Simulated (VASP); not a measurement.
Crystal: MgO.

```xyz
2
Lattice="2.6376 0.0143 0.0143 0.0143 2.6376 0.0143 0.0143 0.0143 2.6376" Properties=species:S:1:pos:R:3 pbc="T T T"
Mg    0.0000    0.0000    0.0000
O     1.3331    1.3331    1.3331
```

This cell differs from its parent crystal: strain along [111] +1.6%.

Base run:

* Program: VASP 6.6.1
* Functional: r2SCAN
* Potentials or basis: VASP PAW PBE potentials, release 64 (Mg_sv, O)
* Cutoff: 660 eV
* k mesh: 10 × 10 × 10
* Occupations: gaussian, width 0.01 eV
* Spin: no spin polarisation

Its results: band gap on the k mesh 3.38 eV, indirect (least direct gap 4.36 eV); pressure -2.8 GPa.

Q: The run is repeated on the same cell with these changes: potentials or basis from VASP PAW PBE potentials, release 64 (Mg_sv, O) to VASP PAW PBE potentials, release 64 (Mg, O); cutoff from 660 eV to 520 eV; further incar settings from ALGO = Normal; EDIFF = 1e-06; NBANDS = 15 to ALGO = Normal; EDIFF = 1e-06; NBANDS = 11; valence electrons from 16 to 8. What comes out?

A: Band gap on the k mesh 3.30 eV, indirect (least direct gap 4.28 eV); pressure -3.6 GPa.

Caveats: the PAW data sets were made with another functional, which shifts forces and pressure a little.

A k mesh can miss the band edges.
